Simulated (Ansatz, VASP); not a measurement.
Ge3Pt: VASP beside Ansatz

```
CELL_PARAMETERS angstrom
0.00000 3.27686 3.27686
3.27686 0.00000 3.27686
3.27686 3.27686 0.00000
ATOMIC_POSITIONS crystal
Ge 0.25000 0.25000 0.25000
Ge 0.75000 0.75000 0.75000
Ge 0.50000 0.50000 0.50000
Pt 0.00000 0.00000 0.00000
```

Change from the starting cell: species swapped into the Tc3Ge type (Fm-3m, No. 225).

Alike in both runs: functional PBE; k mesh 6 × 6 × 6; occupations gaussian, width 0.1 eV; no spin polarisation.

Ansatz relaxed the structure, and its values are those at the end. VASP's run is a single point on that final structure, the one shown.

```csv
,VASP,Ansatz
version,VASP 6.6.1,Ansatz 0.2.0
potentials or method,"VASP PAW PBE potentials, release 64 (Ge_d, Pt), cutoff 520 eV","scalar-relativistic, plane waves, PAW"
valence electrons in the cell,52,60
```

Ansatz gave:

```
gap on the k mesh at the Fermi level (eV) : none
pressure (GPa)                            : 0.1
```

Q: What did VASP give for the same quantities?

A: gap on the k mesh at the Fermi level (eV): none; pressure (GPa): 0.2.

A gap of «none» marks a metal or a gap that the smearing closes. VASP's potentials hold 52 valence electrons a cell and Ansatz's 60, so a difference there can come from the potentials and not from the codes.

Neither program's run includes spin-orbit coupling.
